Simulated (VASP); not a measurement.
**BiPt3: single point with PBE**

Crystal: BiPt3.

```
Bi Pt
1.0
     4.32164    0.00000    0.00000
     0.00000    4.32164    0.00000
     0.00000    0.00000    4.32164
Bi Pt
1 3
Direct
  0.00000 0.00000 0.00000
  0.00000 0.50000 0.50000
  0.50000 0.00000 0.50000
  0.50000 0.50000 0.00000
```

- Program: VASP 6.6.1
- Task: single point
- Functional: PBE
- Potentials or basis: VASP PAW PBE potentials, release 64 (Bi_d, Pt)
- Cutoff: 520 eV
- k mesh: 6 × 6 × 6
- Occupations: methfessel-paxton, width 0.1 eV
- Spin: no spin polarisation

The pressure is -12.8 GPa.

Levels at points of the mesh, in eV from the Fermi level:
| k point | band 18 | band 19 | band 20 | band 21 | band 22 | band 23 | band 24 | band 25 | band 26 | band 27 |
| --- | --- | --- | --- | --- | --- | --- | --- | --- | --- | --- |
| (0.00, 0.00, 0.00) | -1.55 | -1.13 | -1.07 | -1.07 | -0.50 | -0.11 | -0.11 | -0.11 | 4.54 | 4.54 |
| (0.50, 0.00, 0.00) | -1.92 | -1.92 | -1.84 | -0.99 | -0.70 | -0.11 | 2.29 | 2.29 | 4.34 | 4.70 |
| (0.50, 0.50, 0.00) | -2.07 | -2.07 | -1.70 | -1.68 | -1.47 | 0.37 | 0.37 | 3.16 | 4.15 | 5.42 |
| (0.50, 0.50, 0.50) | -2.01 | -1.67 | -1.67 | -1.54 | -0.42 | -0.42 | -0.42 | -0.06 | 2.46 | 2.46 |

It took 17 s on 1 thread of Intel(R) Xeon(R) Platinum 8488C (Sapphire Rapids), on a shared host, peak memory 0.19 GiB.

Caveat: spin-orbit coupling is left out, which moves the levels of the heavy elements.
